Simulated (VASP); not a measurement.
## Hg: single point with PBE

The system is Hg.

```
CELL_PARAMETERS angstrom
1.73000 0.99882 2.23400
-1.73000 0.99882 2.23400
0.00000 -1.99763 2.23400
ATOMIC_POSITIONS crystal
Hg 0.00000 0.00000 0.00000
```

```json
{
 "Program": "VASP 6.6.1",
 "Task": "single point",
 "Functional": "PBE",
 "Potentials or basis": "VASP PAW PBE potentials, release 64 (Hg_sv_GW)",
 "Cutoff": "550 eV",
 "k mesh": "18 × 18 × 18",
 "Occupations": "gaussian, width 0.15 eV",
 "Spin": "no spin polarisation"
}
```

| Property | Result |
| --- | --- |
| Pressure | 5.9 GPa |
| Band gap on the k mesh | zero (bands 10 and 11 overlap by 3.25 eV) |

Stress tensor (GPa, compression positive):
```
5.60 0.00 0.00
0.00 5.60 0.00
0.00 0.00 6.40
```

Levels at points of the mesh, in eV from the Fermi level:
| k point | band 7 | band 8 | band 9 | band 10 | band 11 | band 12 | band 13 | band 14 |
| --- | --- | --- | --- | --- | --- | --- | --- | --- |
| (0.00, 0.00, 0.00) | -7.85 | -6.53 | -6.36 | -6.36 | 11.69 | 12.40 | 12.40 | 17.13 |
| (0.50, 0.00, 0.00) | -6.55 | -6.42 | -6.02 | -2.25 | -2.11 | 11.95 | 12.41 | 16.50 |
| (0.50, 0.50, 0.00) | -6.27 | -6.08 | -5.55 | -0.23 | 0.73 | 4.62 | 9.77 | 10.06 |
| (0.50, 0.50, 0.50) | -7.45 | -5.65 | -5.65 | -0.28 | 1.24 | 9.24 | 9.24 | 10.60 |

Run time: 2 min on 1 thread of Intel(R) Xeon(R) Platinum 8259CL CPU @ 2.50GHz (Skylake/Cascade Lake) (shared host), peak memory 0.38 GiB.

Caveat: the cell stands under pressure; spin-orbit coupling is left out, which moves the levels of the heavy elements.
